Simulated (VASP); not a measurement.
# Mg (P6_3/mmc) in VASP: notebook

Runs on Mg. Level: r2SCAN. Tasks: single point.

Program: VASP 6.6.1. These are calculated values, not measurements. Logs are shortened: lines on timing, memory, paths and dates and some standing lists are left out, and cuts for length are marked.

### 1 The cell of the first run

The structure is hexagonal, space group P6_3/mmc (No. 194). The conventional cell has a = 3.143 Å, b = 3.143 Å, c = 5.067 Å, α = 90.00°, β = 90.00°, γ = 120.00°. Mg (site symmetry -6m2) has 12 Mg at 3.12 to 3.14 Å within 4.1 Å.

### 2 Single point, r2SCAN (21.67 Å³/atom)

POSCAR reads:

```
Mg
1.0
    3.1428346723      0.0000000000      0.0000000000
   -1.5714173362      2.7217746661      0.0000000000
    0.0000000000      0.0000000000      5.0672002045
Mg
2
Direct
    0.3333333333      0.6666666667      0.2500000000
    0.6666666667      0.3333333333      0.7500000000
```

INCAR.step1 reads:

```
PREC = Accurate
ENCUT = 520
ISMEAR = 0
SIGMA = 0.05
LREAL = False
LASPH = True
NELM = 60
NBANDS = 9
GGA = PE
ALGO = Normal
EDIFF = 1E-4
LWAVE = True
LCHARG = False
```

INCAR.step2 reads:

```
PREC = Accurate
ENCUT = 520
EDIFF = 1E-6
ISMEAR = 0
SIGMA = 0.05
LREAL = False
LASPH = True
NELM = 60
ALGO = Normal
ISIF = 2
LWAVE = False
LCHARG = False
METAGGA = R2SCAN
LMIXTAU = True
NBANDS = 9
ISTART = 1
```

KPOINTS reads:

```
Automatic mesh
0
Gamma
  16 16 10
```

Potentials or basis: VASP PAW PBE potentials, release 64 (Mg).

On the command line:

```
$ cat potpaw_PBE.64/Mg/POTCAR > POTCAR
$ cp INCAR.step1 INCAR
$ mpirun -np 1 vasp_std > vasp.out
$ cp INCAR.step2 INCAR
$ mpirun -np 1 vasp_std > vasp.out
```

OUTCAR:

```text
PREC = Accurate
   ENCUT = 520
   EDIFF = 1E-6
   ISMEAR = 0
   LREAL = False
   LASPH = True
   NELM = 60
   ISIF = 2
   METAGGA = R2SCAN
   ISTART = 1

 ion  position               nearest neighbor table
   1  0.333  0.667  0.250-   2 3.12   2 3.12   2 3.12   2 3.12   2 3.12   2 3.12
   2  0.667  0.333  0.750-   1 3.12   1 3.12   1 3.12   1 3.12   1 3.12   1 3.12

  LATTYP: Found a hexagonal cell.
 ALAT       =     3.1428346723
 C/A-ratio  =     1.6123025017

  Lattice vectors:

 A1 = (   3.1428346723,   0.0000000000,   0.0000000000)
 A2 = (  -1.5714173362,   2.7217746661,   0.0000000000)
 A3 = (   0.0000000000,   0.0000000000,   5.0672002045)

Analysis of symmetry for initial positions (statically):
=====================================================================
 Subroutine PRICEL returns:
 Original cell was already a primitive cell.

 Routine SETGRP: Setting up the symmetry group for a
 hexagonal supercell.

 Subroutine GETGRP returns: Found 24 space group operations
 (whereof 12 operations were pure point group operations)
 out of a pool of 24 trial point group operations.

The static configuration has the point symmetry D_3d.
 The point group associated with its full space group is D_6h.

Analysis of symmetry for dynamics (positions and initial velocities):
=====================================================================
 Subroutine PRICEL returns:
 Original cell was already a primitive cell.

 Routine SETGRP: Setting up the symmetry group for a
 hexagonal supercell.

 Subroutine GETGRP returns: Found 24 space group operations
 (whereof 12 operations were pure point group operations)
 out of a pool of 24 trial point group operations.

The dynamic configuration has the point symmetry D_3d.
 The point group associated with its full space group is D_6h.

 Subroutine INISYM returns: Found 24 space group operations
 (whereof 12 operations are pure point group operations),
 and found     1 'primitive' translations

----------------------------------------------------------------------------------------

                                     Primitive cell

  volume of cell :      43.3453

  direct lattice vectors                    reciprocal lattice vectors
     3.142834672  0.000000000  0.000000000     0.318184093  0.183703672  0.000000000
    -1.571417336  2.721774666  0.000000000     0.000000000  0.367407344  0.000000000
     0.000000000  0.000000000  5.067200204     0.000000000  0.000000000  0.197347640
[... 89 lines left out ...]
   NFREE  =      0    steps in history (QN), initial steepest desc. (CG)
   ISIF   =      2    stress and relaxation
   ISYM   =      2    0-nonsym 1-usesym 2-fastsym
   POTIM  = 0.5000    time-step for ionic-motion
   TEBEG  =    0.0;   TEEND  =   0.0 temperature during run
   PSTRESS=    0.0 pullay stress
   NELECT =       4.0000    total number of electrons
   NUPDOWN=      -1.0000    fix difference up-down
   EMIN   =  10.00;   EMAX   =-10.00  energy-range for DOS
   EFERMI =   0.00;   METHOD = LEGACY
   ISMEAR =     0;   SIGMA  =   0.05  broadening in eV -4-tet -1-fermi 0-gaus
   EFERMI_NEDOS =   21; number of points for ismear=-14 and -15
   IALGO  =     38    algorithm
   IMIX   =      4    mixing-type and parameters
     AMIX     =   0.40;   BMIX     =  1.00
     AMIX_MAG =   1.60;   BMIX_MAG =  1.00
  volume/ion in A,a.u.               =      21.67       146.25
  Fermi-wavevector in a.u.,A,eV,Ry     =   0.739800  1.398019  7.446521  0.547304
  Thomas-Fermi vector in A             =   1.834049
   LORBIT       =      0    0 simple, 1 ext, 2 COOP (PROOUT), +10 PAW based schemes
   METAGGA = R2SCAN    functional components
   LHFCALC =     F    Hartree Fock is set to
   AEXX    =    0.0000 exact exchange contribution
   IVDW    =     0    specifies the selected vdW correction
   LEPSILON=     F    determine dielectric tensor
   LRPA    =     F    only Hartree local field effects (RPA)
 non-spin polarized calculation
 Gauss-broadening in eV      SIGMA  =   0.05
  energy-cutoff  :      520.00
  volume of cell :       43.35
 maximum number of plane-waves:      1184
 NGX is ok and might be reduce to    24
   NGX = 11   NGY = 11   NGZ = 19

 number of electron       4.0000000 magnetization

 Free energy of the ion-electron system (eV)
  ---------------------------------------------------
  ext. energy  EPLUGINS =         0.00000000
  ---------------------------------------------------
  free energy    TOTEN  =        -8.28311573 eV

  energy without entropy =       -8.28217792  energy(sigma->0) =       -8.28264682

 E-fermi :   2.9772     XC(G=0):  -9.2271

 val. band max:        2.9665958899   @ k =   0.4375   0.0625   0.5000
 cond. band min:       2.9835638758   @ k =   0.5000   0.0000   0.4000
 fundamental gap:      0.0169679858
 Fermi energy:         2.9772357828

 k-point     1 :       0.0000    0.0000    0.0000
  band No.  band energies     occupation
      1      -4.6946      2.00000
      2       0.9908      2.00000
      3       1.8273      2.00000
      4      14.9201      0.00000
      5      14.9202      0.00000
      6      15.1833      0.00000
      7      15.1833      0.00000
      8      15.9350      0.00000
      9      17.8914      0.00000
[... 265 lines left out ...]
 k-point    24 :       0.2500    0.1875    0.0000
  band No.  band energies     occupation
      1      -1.6138      2.00000
      2       3.8718      0.00000
      3       4.0311      0.00000
      4       5.2350      0.00000
      5       6.7216      0.00000
      6      10.1056      0.00000
      7      11.4856      0.00000
      8      11.4911      0.00000
      9      13.1316      0.00000

 [... further k-points ...]

------------------------ aborting loop because EDIFF is reached ----------------------------------------

  FORCE on cell =-STRESS in cart. coord.  units (eV):
  Direction    XX          YY          ZZ          XY          YZ          ZX
  --------------------------------------------------------------------------------------
  -------------------------------------------------------------------------------------
  Total        0.4101099      0.4101099      0.3900746     -0.0000000      0.0000000      0.0000000
  in kB       15.1589486     15.1589486     14.4183815     -0.0000000      0.0000000      0.0000000
  external PRESSURE =      14.9120929 kB  Pullay stress =       0.0000000 kB

 VOLUME and BASIS-vectors are now :
 -----------------------------------------------------------------------------
  energy-cutoff  :      520.00
  volume of cell :       43.35
      direct lattice vectors                 reciprocal lattice vectors
     3.142834672  0.000000000  0.000000000     0.318184093  0.183703672  0.000000000
    -1.571417336  2.721774666  0.000000000     0.000000000  0.367407344  0.000000000
     0.000000000  0.000000000  5.067200204     0.000000000  0.000000000  0.197347640

 POSITION                                       TOTAL-FORCE (eV/Angst)
 -----------------------------------------------------------------------------------
     -0.00000      1.81452      1.26680        -0.000000      0.000000      0.000000
      1.57142      0.90726      3.80040         0.000000     -0.000000      0.000000
 -----------------------------------------------------------------------------------
    total drift:                                0.000000     -0.000000      0.000000

  FREE ENERGIE OF THE ION-ELECTRON SYSTEM (eV)
  ---------------------------------------------------
  free  energy   TOTEN  =        -8.2831157332 eV

  energy  without entropy=       -8.2821779165  energy(sigma->0) =       -8.28264682
```

OUTCAR.step1:

```text
PREC = Accurate
   ENCUT = 520
   ISMEAR = 0
   LREAL = False
   LASPH = True
[... 513 lines left out ...]
     -0.00000      1.81452      1.26680         0.000000     -0.000000      0.000000
      1.57142      0.90726      3.80040        -0.000000      0.000000      0.000000
 -----------------------------------------------------------------------------------
    total drift:                                0.000000     -0.000000      0.000000

  FREE ENERGIE OF THE ION-ELECTRON SYSTEM (eV)
  ---------------------------------------------------
  free  energy   TOTEN  =        -2.9912016169 eV

  energy  without entropy=       -2.9903217543  energy(sigma->0) =       -2.99076169
```

OSZICAR.step1:

```text
N       E                     dE             d eps       ncg     rms          rms(c)
DAV:   1     0.159220187834E-02    0.15922E-02   -0.13264E+03  3240   0.317E+02
DAV:   2    -0.296290007974E+01   -0.29645E+01   -0.28669E+01  4298   0.288E+01
DAV:   3    -0.300514845535E+01   -0.42248E-01   -0.42009E-01  4163   0.292E+00
DAV:   4    -0.300527943543E+01   -0.13098E-03   -0.13097E-03  4091   0.161E-01
DAV:   5    -0.300528010431E+01   -0.66888E-06   -0.66896E-06  4053   0.111E-02    0.954E-01
DAV:   6    -0.299868711486E+01    0.65930E-02   -0.46481E-04  3695   0.173E-01    0.610E-01
DAV:   7    -0.299119364557E+01    0.74935E-02   -0.17700E-03  3398   0.296E-01    0.327E-02
DAV:   8    -0.299120161693E+01   -0.79714E-05   -0.13675E-05  2483   0.227E-02
   1 F= -.29912016E+01 E0= -.29907617E+01  d E =-.879863E-03
```

It took 53 s on 1 thread of Intel Xeon 6975P-C (Granite Rapids), shared host; peak memory 0.21 GiB.

Results:

| Quantity | Value |
| --- | --- |
| Free energy | -8.2831 eV |
| Pressure | 1.5 GPa |
| Band gap on the k mesh | zero (bands 2 and 3 overlap by 2.15 eV) |

Levels at points of the mesh, in eV from the Fermi level:
| k point | band 1 | band 2 | band 3 | band 4 | band 5 |
| --- | --- | --- | --- | --- | --- |
| (0.00, 0.00, 0.00) | -7.67 | -1.99 | -1.15 | 11.94 | 11.94 |
| (0.50, 0.00, 0.00) | -2.52 | -2.31 | 2.89 | 3.13 | 3.78 |
| (0.00, 0.00, 0.50) | -6.12 | -6.12 | 5.66 | 5.66 | 12.72 |
| (0.50, 0.00, 0.50) | -1.35 | -1.35 | -0.41 | -0.41 | 8.71 |

Caveat: the PAW data sets were made with another functional, which shifts forces and pressure a little.

[end of part 1 of 2]

The gap in the log of VASP goes by the Fermi energy; the results here count the filled bands.